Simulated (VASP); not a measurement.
Here is a VASP 6.6.1 calculation.

File INCAR:

```
SYSTEM = CuSi16
  ALGO = Normal
  EDIFF = 1E-7
  ENCUT = 520
  GGA = PE
  ISIF = 2
  ISMEAR = 0
  LASPH = .TRUE.
  LCHARG = .FALSE.
  LREAL = Auto
  LWAVE = .FALSE.
  NBANDS = 52
  NELECT = 74.0
  NELM = 60
  PREC = Accurate
  SIGMA = 0.02
```

Contents of KPOINTS:

```
k-points
0
G
  2 2 2
  0 0 0
```

File POSCAR:

```
CuSi16
1.0
    0.0000000000      5.4300000000      5.4300000000
    5.4300000000      0.0000000000      5.4300000000
    5.4300000000      5.4300000000      0.0000000000
Si Cu
16 1
Direct
    0.0069770718      0.0132960405     -0.0353593923
    0.1209034991      0.1170813996      0.1188696133
   -0.0003768877      0.0008336096      0.4907477901
    0.1364397790      0.1355952118      0.5931469613
   -0.0159343462      0.5053013812      0.0035361878
    0.1224697053      0.6426803867      0.1189873849
   -0.0007085635      0.5092017495      0.4906374770
    0.1139824125      0.6278617864      0.6308671271
    0.5051689687     -0.0190050645      0.0033192449
    0.6380427256      0.1218462247      0.1212779006
    0.5088089319     -0.0010232965      0.4927923573
    0.6277969613      0.1156124309      0.6306192449
    0.5068893186      0.5107064457      0.0052637201
    0.6164046961      0.6115722836      0.1658107735
    0.4861236648      0.4882921731      0.5377553407
    0.6274823204      0.6261292818      0.6323465930
    0.3315218232      0.3306663904      1.0095334254
```

Potentials or basis: VASP PAW PBE potentials, release 64 (Si, Cu).

Launch:

```console
$ cat potpaw_PBE.64/Si/POTCAR potpaw_PBE.64/Cu/POTCAR > POTCAR
$ mpirun -np 1 vasp_std > vasp.out
```

(1) Estimate the largest force.

Answers

(1) 0.113 eV/Å.

Caveat: the k points lie up to 0.50 Å⁻¹ apart; the cell carries a net charge on a neutralising background, which shifts energy and pressure.
